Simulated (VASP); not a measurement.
# CeO2 (fluorite type) in VASP: a series of runs, part 2 of 2

VASP 6.6.1.

**3. Single point, PBE**

Contents of INCAR:

```
ALGO = Normal
EDIFF = 1E-6
ENCUT = 520
GGA = PE
ISIF = 2
ISMEAR = -1
LASPH = True
LCHARG = True
LELF = True
LREAL = False
LVHAR = True
LWAVE = False
NBANDS = 19
NELM = 60
PREC = Accurate
SIGMA = 0.02
```

Contents of KPOINTS:

```
k-points
0
Gamma
  6 6 6
```

Contents of POSCAR:

```
CeO2
1.0
    0.0000000000      2.7300000000      2.7300000000
    2.7300000000      0.0000000000      2.7300000000
    2.7300000000      2.7300000000      0.0000000000
Ce O
1 2
Direct
    0.0000000000      0.0000000000      0.0000000000
    0.2500000000      0.2500000000      0.2500000000
    0.7500000000      0.7500000000      0.7500000000
```

Potentials or basis: VASP PAW PBE potentials, release 64 (Ce, O).

The run is started by

```bash
$ cat potpaw_PBE.64/Ce/POTCAR potpaw_PBE.64/O/POTCAR > POTCAR
$ mpirun -np 1 vasp_std > vasp.out
```

OUTCAR:

```text
EDIFF = 1E-6
   ENCUT = 520
   GGA = PE
   ISIF = 2
   ISMEAR = -1
   LASPH = True
   LREAL = False
   NELM = 60
   PREC = Accurate

 ion  position               nearest neighbor table
   1  0.000  0.000  0.000-   3 2.36   3 2.36   3 2.36   2 2.36   3 2.36   2 2.36   2 2.36   2 2.36

   2  0.250  0.250  0.250-   1 2.36   1 2.36   1 2.36   1 2.36
   3  0.750  0.750  0.750-   1 2.36   1 2.36   1 2.36   1 2.36

  LATTYP: Found a face centered cubic cell.
 ALAT       =     5.4600000000

  Lattice vectors:

 A1 = (   0.0000000000,   2.7300000000,   2.7300000000)
 A2 = (   2.7300000000,   0.0000000000,   2.7300000000)
 A3 = (   2.7300000000,   2.7300000000,   0.0000000000)

Analysis of symmetry for initial positions (statically):
=====================================================================
 Subroutine PRICEL returns:
 Original cell was already a primitive cell.

 Routine SETGRP: Setting up the symmetry group for a
 face centered cubic supercell.

 Subroutine GETGRP returns: Found 48 space group operations
 (whereof 48 operations were pure point group operations)
[... 153 lines left out ...]
  free energy    TOTEN  =       -26.22978810 eV

  energy without entropy =      -26.22978810  energy(sigma->0) =      -26.22978810

 E-fermi :   5.5048     XC(G=0): -11.1799

 val. band max:        4.9554427561   @ k =   0.5000   0.3333   0.1667
 cond. band min:       6.9341065445   @ k =   0.5000   0.0000   0.0000
 fundamental gap:      1.9786637884
 Fermi energy:         5.5047508224

 k-point     1 :       0.0000    0.0000    0.0000
  band No.  band energies     occupation
      1     -27.4055      2.00000
      2     -11.2060      2.00000
      3     -10.2584      2.00000
      4      -9.5808      2.00000
      5      -9.5808      2.00000
      6      -9.5808      2.00000
[... 329 lines left out ...]
      6      -7.1806      2.00000
[... 11 lines left out ...]
     18       7.4520      0.00000
     19       8.1145      0.00000

------------------------ aborting loop because EDIFF is reached ----------------------------------------

  FORCE on cell =-STRESS in cart. coord.  units (eV):
  Direction    XX          YY          ZZ          XY          YZ          ZX
  --------------------------------------------------------------------------------------
  -------------------------------------------------------------------------------------
  Total        0.1292818      0.1292818      0.1292818      0.0000000      0.0000000     -0.0000000
  in kB        5.0901442      5.0901442      5.0901442      0.0000000      0.0000000     -0.0000000
  external PRESSURE =       5.0901442 kB  Pullay stress =       0.0000000 kB

 VOLUME and BASIS-vectors are now :
 -----------------------------------------------------------------------------
  energy-cutoff  :      520.00
  volume of cell :       40.69
      direct lattice vectors                 reciprocal lattice vectors
     0.000000000  2.730000000  2.730000000    -0.183150183  0.183150183  0.183150183
     2.730000000  0.000000000  2.730000000     0.183150183 -0.183150183  0.183150183
     2.730000000  2.730000000  0.000000000     0.183150183  0.183150183 -0.183150183

 POSITION                                       TOTAL-FORCE (eV/Angst)
 -----------------------------------------------------------------------------------
      0.00000      0.00000      0.00000        -0.000000      0.000000     -0.000000
      1.36500      1.36500      1.36500         0.000000      0.000000      0.000000
      4.09500      4.09500      4.09500        -0.000000     -0.000000     -0.000000
 -----------------------------------------------------------------------------------
    total drift:                                0.000000     -0.000000      0.000000

  FREE ENERGIE OF THE ION-ELECTRON SYSTEM (eV)
  ---------------------------------------------------
  free  energy   TOTEN  =       -26.2297880961 eV

  energy  without entropy=      -26.2297880961  energy(sigma->0) =      -26.22978810
```

OSZICAR:

```text
N       E                     dE             d eps       ncg     rms          rms(c)
DAV:   1     0.232513532866E+03    0.23251E+03   -0.11269E+04   624   0.163E+03
DAV:   2     0.136366833449E+02   -0.21888E+03   -0.18849E+03   766   0.291E+02
DAV:   3    -0.302588024673E+02   -0.43895E+02   -0.40123E+02   759   0.142E+02
[... 11 lines left out ...]
DAV:  15    -0.262306859410E+02    0.44408E-02   -0.43756E-03   696   0.102E+00    0.476E-01
DAV:  16    -0.262298076786E+02    0.87826E-03   -0.17257E-03   804   0.547E-01    0.179E-01
DAV:  17    -0.262297836646E+02    0.24014E-04   -0.24426E-04   911   0.145E-01    0.720E-02
DAV:  18    -0.262297874273E+02   -0.37627E-05   -0.19033E-05   938   0.347E-02    0.337E-02
DAV:  19    -0.262297880961E+02   -0.66877E-06   -0.14889E-06   476   0.125E-02
   1 F= -.26229788E+02 E0= -.26229788E+02  d E =-.255335E-12
```

It took 13 s on 1 thread of Intel Xeon 6975P-C (Granite Rapids), shared host; peak memory 0.18 GiB.

Results:

* Free energy: -26.2298 eV
* Pressure: 0.5 GPa
* Band gap on the k mesh: 1.98 eV (least direct gap 2.05 eV)

Levels at points of the mesh, in eV from the valence-band top:
| k point | band 10 | band 11 | band 12 | band 13 | band 14 | band 15 |
| --- | --- | --- | --- | --- | --- | --- |
| (0.00, 0.00, 0.00) | -0.47 | -0.47 | -0.47 | 2.28 | 2.28 | 2.28 |
| (0.50, 0.00, 0.00) | -1.07 | -0.67 | -0.67 | 1.98 | 2.15 | 2.15 |
| (0.50, 0.50, 0.00) | -0.63 | -0.63 | -0.47 | 2.02 | 2.11 | 2.11 |

Caveat: spin-orbit coupling is left out, which moves the levels of the heavy elements; semilocal functionals describe open f shells poorly, which spoils levels, moments and volumes. A k mesh can miss the band edges.

**4. Single point, PBE**

Contents of INCAR:

```
SYSTEM = CeO2
PREC = Accurate ; ENCUT = 520
EDIFF = 1E-7 ; ISMEAR = -1
SIGMA = 0.02 ; LREAL = .FALSE.
LASPH = .TRUE. ; NELM = 60
ALGO = Normal ; ISIF = 2
LWAVE = .FALSE. ; LCHARG = .FALSE.
GGA = PE ; NBANDS = 19
```

Contents of KPOINTS:

```
Automatic mesh
0
G
  6 6 6
  0 0 0
```

POSCAR is that of step 3.

Potentials or basis: VASP PAW PBE potentials, release 64 (Ce, O).

The run is started by

```bash
$ cat potpaw_PBE.64/Ce/POTCAR potpaw_PBE.64/O/POTCAR > POTCAR
$ mpirun -np 1 vasp_std > vasp.out
```

OUTCAR:

```text
SYSTEM = CeO2
   PREC = Accurate
   ENCUT = 520
   EDIFF = 1E-7
   ISMEAR = -1
   LREAL = .FALSE.
   LASPH = .TRUE.
   NELM = 60
   ISIF = 2
   GGA = PE

 ion  position               nearest neighbor table
   1  0.000  0.000  0.000-   3 2.36   3 2.36   3 2.36   2 2.36   3 2.36   2 2.36   2 2.36   2 2.36

   2  0.250  0.250  0.250-   1 2.36   1 2.36   1 2.36   1 2.36
   3  0.750  0.750  0.750-   1 2.36   1 2.36   1 2.36   1 2.36

  LATTYP: Found a face centered cubic cell.
 ALAT       =     5.4600000000

  Lattice vectors:

[... 531 lines left out ...]

  FORCE on cell =-STRESS in cart. coord.  units (eV):
  Direction    XX          YY          ZZ          XY          YZ          ZX
  --------------------------------------------------------------------------------------
  -------------------------------------------------------------------------------------
  Total        0.0906108      0.0906108      0.0906108      0.0000000      0.0000000      0.0000000
  in kB        3.5675699      3.5675699      3.5675699      0.0000000      0.0000000      0.0000000
  external PRESSURE =       3.5675699 kB  Pullay stress =       0.0000000 kB

 VOLUME and BASIS-vectors are now :
 -----------------------------------------------------------------------------
  energy-cutoff  :      520.00
  volume of cell :       40.69
      direct lattice vectors                 reciprocal lattice vectors
     0.000000000  2.730000000  2.730000000    -0.183150183  0.183150183  0.183150183
     2.730000000  0.000000000  2.730000000     0.183150183 -0.183150183  0.183150183
     2.730000000  2.730000000  0.000000000     0.183150183  0.183150183 -0.183150183

 POSITION                                       TOTAL-FORCE (eV/Angst)
 -----------------------------------------------------------------------------------
      0.00000      0.00000      0.00000         0.000000     -0.000000      0.000000
      1.36500      1.36500      1.36500        -0.000000     -0.000000      0.000000
      4.09500      4.09500      4.09500         0.000000      0.000000     -0.000000
 -----------------------------------------------------------------------------------
    total drift:                                0.000000     -0.000000      0.000000

  FREE ENERGIE OF THE ION-ELECTRON SYSTEM (eV)
  ---------------------------------------------------
  free  energy   TOTEN  =       -26.2297847902 eV

  energy  without entropy=      -26.2297847902  energy(sigma->0) =      -26.22978479
```

OSZICAR:

```text
N       E                     dE             d eps       ncg     rms          rms(c)
DAV:   1     0.232513532866E+03    0.23251E+03   -0.11269E+04   624   0.163E+03
DAV:   2     0.136366833449E+02   -0.21888E+03   -0.18849E+03   766   0.291E+02
DAV:   3    -0.302588024673E+02   -0.43895E+02   -0.40123E+02   759   0.142E+02
[... 13 lines left out ...]
DAV:  17    -0.262297836646E+02    0.24014E-04   -0.24426E-04   911   0.145E-01    0.720E-02
DAV:  18    -0.262297874273E+02   -0.37627E-05   -0.19033E-05   938   0.347E-02    0.337E-02
DAV:  19    -0.262297881280E+02   -0.70075E-06   -0.18092E-06   935   0.125E-02    0.263E-02
DAV:  20    -0.262297848186E+02    0.33094E-05   -0.46145E-06   656   0.329E-02    0.568E-03
DAV:  21    -0.262297847902E+02    0.28427E-07   -0.26791E-07   635   0.373E-03
   1 F= -.26229785E+02 E0= -.26229785E+02  d E =-.228380E-12
```

stdout:

```text
POSCAR found type information on POSCAR CeO
 POSCAR found :  2 types and       3 ions
 scaLAPACK will be used
 LDA part: xc-table for (Slater+PW92), standard interpolation
 POSCAR, INCAR and KPOINTS ok, starting setup
 FFT: planning ... GRIDC
 FFT: planning ... GRID_SOFT
 FFT: planning ... GRID
 WAVECAR not read
 entering main loop
```

It took 14 s on 1 thread of Intel Xeon 6975P-C (Granite Rapids), shared host; peak memory 0.18 GiB.

What came out:

```yaml
Free_energy: -26.2298 eV
Pressure: 0.4 GPa
Band_gap_on_the_k_mesh: 1.98 eV (least direct gap 2.05 eV)
```

Caveat: spin-orbit coupling is left out, which moves the levels of the heavy elements; semilocal functionals describe open f shells poorly, which spoils levels, moments and volumes.

**5. Single point, r2SCAN**

POSCAR is that of step 4.

Contents of INCAR.step1:

```
SYSTEM = CeO2
  PREC = Accurate
  ENCUT = 520
  ISMEAR = -1
  SIGMA = 0.02
  LREAL = .FALSE.
  LASPH = .TRUE.
  NELM = 100
  NBANDS = 19
  GGA = PE
  ALGO = Normal
  EDIFF = 1E-4
  LWAVE = .TRUE.
  LCHARG = .FALSE.
```

Contents of INCAR.step2:

```
SYSTEM = CeO2
  PREC = Accurate
  ENCUT = 520
  EDIFF = 1E-7
  ISMEAR = -1
  SIGMA = 0.02
  LREAL = .FALSE.
  LASPH = .TRUE.
  NELM = 100
  ALGO = Normal
  ISIF = 2
  LWAVE = .FALSE.
  LCHARG = .FALSE.
  METAGGA = R2SCAN
  LMIXTAU = .TRUE.
  NBANDS = 19
  ISTART = 1
```

Contents of KPOINTS:

```
regular mesh
0
G
  6 6 6
  0 0 0
```

The run is started by

```bash
$ cat potpaw_PBE.64/Ce/POTCAR potpaw_PBE.64/O/POTCAR > POTCAR
$ cp INCAR.step1 INCAR
$ mpirun -np 1 vasp_std > vasp.out
$ cp INCAR.step2 INCAR
$ mpirun -np 1 vasp_std > vasp.out
```

Run time: 45 s. Hardware: 1 thread of Intel Xeon 6975P-C (Granite Rapids), shared host; peak memory 0.18 GiB.

Results (log left out):

| Property | Result |
| --- | --- |
| Free energy | -54.0292 eV |
| Pressure | -2.6 GPa |
| Band gap on the k mesh | 2.23 eV (least direct gap 2.31 eV) |

Levels at points of the mesh, in eV from the valence-band top:
| k point | band 8 | band 9 | band 10 | band 11 | band 12 | band 13 | band 14 | band 15 | band 16 | band 17 |
| --- | --- | --- | --- | --- | --- | --- | --- | --- | --- | --- |
| (0.00, 0.00, 0.00) | -3.69 | -3.69 | -0.46 | -0.46 | -0.46 | 2.64 | 2.64 | 2.64 | 2.77 | 3.19 |
| (0.50, 0.00, 0.00) | -2.81 | -1.18 | -1.07 | -0.67 | -0.67 | 2.23 | 2.46 | 2.46 | 2.64 | 3.07 |
| (0.50, 0.50, 0.00) | -1.11 | -1.11 | -0.66 | -0.66 | -0.47 | 2.37 | 2.38 | 2.38 | 2.52 | 2.92 |

Caveat: the PAW data sets were made with another functional, which shifts forces and pressure a little; spin-orbit coupling is left out, which moves the levels of the heavy elements; semilocal functionals describe open f shells poorly, which spoils levels, moments and volumes.

**6. The runs side by side**

```tsv
level	cell	k mesh	smearing	gap on the mesh (eV)	pressure (GPa)
PBE	as given, atomic positions A	4 × 4 × 4	fermi-dirac 0.05 eV	1.88	0.6
PBE	as given, atomic positions B	6 × 6 × 6	fermi-dirac 0.02 eV	1.98	0.4
r2SCAN	as given, atomic positions B	6 × 6 × 6	fermi-dirac 0.02 eV	2.23	-2.6
```

Alike in all rows: task single point; potentials or basis VASP PAW PBE potentials, release 64 (Ce, O); no spin polarisation; cutoff (eV) 520.

Caveats: some runs use coarse meshes; spin-orbit coupling is left out, which moves the levels of the heavy elements; semilocal functionals describe open f shells poorly, which spoils levels, moments and volumes; the PAW data sets were made with another functional, which shifts forces and pressure a little (at least some runs).

Total energies depend on the potentials used, so only differences within one code and one set of settings carry meaning.
